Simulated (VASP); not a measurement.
## LaBi (rocksalt type): single point with LDA

LaBi (rocksalt type):

```
La Bi
1.0
     0.00000    2.81300    2.81300
     2.81300    0.00000    2.81300
     2.81300    2.81300    0.00000
La Bi
1 1
Direct
  0.00000 0.00000 0.00000
  0.50000 0.50000 0.50000
```

```yaml
Program: VASP 6.6.1
Task: single point
Functional: LDA
Potentials_or_basis: VASP PAW LDA potentials, release 64 (La, Bi_d)
Cutoff: 520 eV
k_mesh: 12 × 12 × 12
Occupations: fermi-dirac, width 0.05 eV
Spin: no spin polarisation
Dipole_correction: no
Further_INCAR_settings: ALGO = Normal; EDIFF = 1e-06; NBANDS = 20
```

```json
{
 "Pressure": "61.2 GPa",
 "Band gap on the k mesh": "zero (band 13 reaches 12.95 eV, above the bottom of band 14 at 12.26 eV)"
}
```

Levels at points of the mesh, in eV from the Fermi level:
| k point | band 11 | band 12 | band 13 | band 14 | band 15 | band 16 |
| --- | --- | --- | --- | --- | --- | --- |
| (0.00, 0.00, 0.00) | 0.36 | 0.36 | 0.36 | 0.92 | 0.92 | 0.92 |
| (0.50, 0.00, 0.00) | -4.87 | -2.92 | -2.92 | 2.21 | 2.84 | 2.84 |
| (0.50, 0.50, 0.00) | -1.53 | -0.67 | 0.32 | 0.32 | 2.81 | 2.99 |

It took 98 s on 1 thread of Intel(R) Xeon(R) Platinum 8259CL CPU @ 2.50GHz (Skylake/Cascade Lake), on a shared host, peak memory 0.21 GiB.

Caveat: spin-orbit coupling is left out, which moves the levels of the heavy elements.
